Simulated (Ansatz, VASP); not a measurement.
Si6N in VASP and in Ansatz

INCAR

```
PREC = Accurate ; ENCUT = 520
EDIFF = 1E-6 ; ISMEAR = 0
SIGMA = 0.1 ; LREAL = F
LASPH = T ; NELM = 80
ALGO = Normal ; ISIF = 2
LWAVE = F ; LCHARG = F
GGA = PE ; NBANDS = 24
```

File KPOINTS:

```
regular mesh
0
Gamma
  6 6 6
```

File POSCAR:

```
Si6N
1.0
    2.5307658100      1.4611383200      4.6027217300
   -2.5307658100      1.4611383200      4.6027217300
    0.0000000000     -2.9222766400      4.6027217300
Si N
6 1
Direct
    0.7751936500      0.3763015900      0.0819004800
    0.2248063500      0.6236984100      0.9180995200
    0.3763015900      0.0819004800      0.7751936500
    0.0819004800      0.7751936500      0.3763015900
    0.6236984100      0.9180995200      0.2248063500
    0.9180995200      0.2248063500      0.6236984100
    0.0000000000      0.0000000000      0.0000000000
```

Input for Ansatz:

```yaml
crystal:
  lattice:
    - [2.53076581, 1.46113832, 4.60272173]
    - [-2.53076581, 1.46113832, 4.60272173]
    - [0.0, -2.92227664, 4.60272173]
  atoms:
    - { symbol: Si, position: [0.77519365, 0.37630159, 0.08190048] }
    - { symbol: Si, position: [0.22480635, 0.62369841, 0.91809952] }
    - { symbol: Si, position: [0.37630159, 0.08190048, 0.77519365] }
    - { symbol: Si, position: [0.08190048, 0.77519365, 0.37630159] }
    - { symbol: Si, position: [0.62369841, 0.91809952, 0.22480635] }
    - { symbol: Si, position: [0.91809952, 0.22480635, 0.62369841] }
    - { symbol: "N", position: [0.0, 0.0, 0.0] }
basis:
  ecutwfc: 420
kpoints:
  mp_grid: { grid: [6, 6, 6] }
hamiltonian:
  xc: pbe
scf:
  occupations: { method: gaussian, width: 0.1 }
  lower_state_search: "off"
output:
  forces: true
  stress: true
  eigenvalues: true
```

Change from the starting cell: species swapped into the WCl6 type (R-3, No. 148).

Alike in both runs: task single point; functional PBE; k mesh 6 × 6 × 6; occupations gaussian, width 0.1 eV; no spin polarisation.

```csv
,VASP,Ansatz
version,VASP 6.6.1,Ansatz 0.2.0
potentials or method,"VASP PAW PBE potentials, release 64 (Si, N), cutoff 520 eV","scalar-relativistic, plane waves, PAW"
valence electrons in the cell,29,29
```

Ansatz gave:

```
gap on the k mesh at the Fermi level (eV)                     : none
pressure (GPa)                                                : 10.5
traceless stress, the component that is largest in VASP (GPa) : -3.65
rms of the force components (eV/Å)                            : 1.536
```

Problem. What did VASP give for the same quantities?

Solution. gap on the k mesh at the Fermi level (eV): none; pressure (GPa): 10.5; traceless stress, the component that is largest in VASP (GPa): -3.64; rms of the force components (eV/Å): 1.527.

Atom by atom the forces differ by 0.009 eV/Å (rms over components). A gap of «none» marks a metal or a gap that the smearing closes.
